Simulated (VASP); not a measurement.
## Ti2B3: single point with PBE

Ti2B3:

```
CELL_PARAMETERS angstrom
4.50558 0.00000 0.00000
0.00000 4.50558 0.00000
0.00000 0.00000 3.07110
ATOMIC_POSITIONS crystal
Ti 0.00000 0.50000 0.00000
Ti 0.50000 0.00000 0.00000
B 0.50000 0.50000 0.75221
B 0.50000 0.50000 0.24779
B 0.00000 0.00000 0.00000
```

```json
{
  "Program": "VASP 6.6.1",
  "Task": "single point",
  "Functional": "PBE",
  "Potentials or basis": "VASP PAW PBE potentials, release 64 (Ti_sv, B)",
  "Cutoff": "520 eV",
  "k mesh": "4 × 4 × 6",
  "Occupations": "gaussian, width 0.1 eV",
  "Spin": "collinear spin, ferromagnetic start",
  "Starting moments": "[1.0, 1.0, 0.0, 0.0, 0.0] μB"
}
```

```json
{"Pressure": "0.1 GPa", "Largest force": "0.004 eV/Å", "Net moment": "0.00 μB per cell", "Valence electrons inside the program's atomic spheres": "Ti 10.25; B 2.09, 1.72"}
```

Forces on the atoms (eV/Å):
```
Ti   0.000  0.000  0.000
Ti   0.000  0.000  0.000
B    0.000  0.000 -0.004
B    0.000  0.000  0.004
B    0.000  0.000  0.000
```

Stress tensor (GPa, compression positive):
```
 0.25  0.00  0.00
 0.00  0.25  0.00
 0.00  0.00 -0.14
```

Levels at points of the mesh, in eV from the Fermi level:
Spin up:
```tsv
k point	band 15	band 16	band 17	band 18	band 19	band 20
(0.00, 0.00, 0.00)	-0.32	-0.03	1.21	1.21	1.52	1.52
(0.50, 0.00, 0.00)	-1.27	-0.42	-0.12	1.29	1.42	1.42
(0.50, 0.50, 0.00)	-1.70	-0.47	-0.47	0.60	0.81	2.38
(0.00, 0.00, 0.50)	-0.23	-0.23	-0.03	1.00	1.00	2.17
(0.50, 0.00, 0.50)	-1.23	-0.76	-0.19	0.34	1.24	1.52
(0.50, 0.50, 0.50)	-0.97	-0.97	-0.71	-0.71	1.24	1.66
```
Spin down:
| k point | band 15 | band 16 | band 17 | band 18 | band 19 | band 20 |
| --- | --- | --- | --- | --- | --- | --- |
| (0.00, 0.00, 0.00) | -0.32 | -0.03 | 1.21 | 1.21 | 1.52 | 1.52 |
| (0.50, 0.00, 0.00) | -1.27 | -0.42 | -0.12 | 1.29 | 1.42 | 1.42 |
| (0.50, 0.50, 0.00) | -1.70 | -0.47 | -0.47 | 0.60 | 0.81 | 2.38 |
| (0.00, 0.00, 0.50) | -0.23 | -0.23 | -0.03 | 1.00 | 1.00 | 2.17 |
| (0.50, 0.00, 0.50) | -1.23 | -0.76 | -0.19 | 0.34 | 1.24 | 1.52 |
| (0.50, 0.50, 0.50) | -0.97 | -0.97 | -0.71 | -0.71 | 1.24 | 1.66 |

It took 61 s on 1 thread of Intel(R) Xeon(R) 6975P-C (Granite Rapids), with other jobs on the host, peak memory 0.23 GiB.
